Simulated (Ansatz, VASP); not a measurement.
Two plane-wave programs on Be

Contents of INCAR:

```
PREC = Accurate
ENCUT = 520
EDIFF = 1E-8
ISMEAR = -1
SIGMA = 0.03
LREAL = False
LASPH = True
NELM = 60
ALGO = Normal
ISIF = 2
LWAVE = False
LCHARG = False
GGA = PS
LEFG = True
NBANDS = 7
```

The input KPOINTS:

```
Automatic mesh
0
Gamma
  23 23 23
```

Contents of POSCAR:

```
Be
1.0
   -1.2361848083      1.2361848083      1.2361848083
    1.2361848083     -1.2361848083      1.2361848083
    1.2361848083      1.2361848083     -1.2361848083
Be
1
Direct
    0.0000000000      0.0000000000      0.0000000000
```

Input for Ansatz:

```yaml
crystal:
  lattice:
    - [-1.2361848083, 1.2361848083, 1.2361848083]
    - [1.2361848083, -1.2361848083, 1.2361848083]
    - [1.2361848083, 1.2361848083, -1.2361848083]
  atoms:
    - { symbol: Be, position: [0.0, 0.0, 0.0] }
kpoints:
  mp_grid: { grid: [23, 23, 23] }
scf:
  occupations: { method: fermi_dirac, width: 0.03 }
hamiltonian:
  xc: pbesol
  pseudopotentials: { kind: paw }
output:
  forces: true
  stress: true
  eigenvalues: true
  efg: { contact_densities: true }
```

Change from the starting cell: volume scaled by 0.96, PAW files.

Alike in both runs: task electric field gradients; functional PBEsol; k mesh 23 × 23 × 23; occupations fermi-dirac, width 0.03 eV; no spin polarisation.

|  | VASP | Ansatz |
| --- | --- | --- |
| version | VASP 6.6.1 | Ansatz 0.2.0 |
| potentials or method | VASP PAW PBE potentials, release 64 (Be) | PAW with Ansatz's default frozen-core files, scalar-relativistic |
| plane-wave cutoff (eV) | 520 | 420 |
| valence electrons in the cell | 2 | 2 |

```csv
,VASP,Ansatz,Ansatz less VASP
pressure (GPa),3.6,3.2,-0.41
```

VASP's potentials were made for PBE, not for PBEsol. The functional is the same, so the differences come from potentials, cutoffs and numerics.
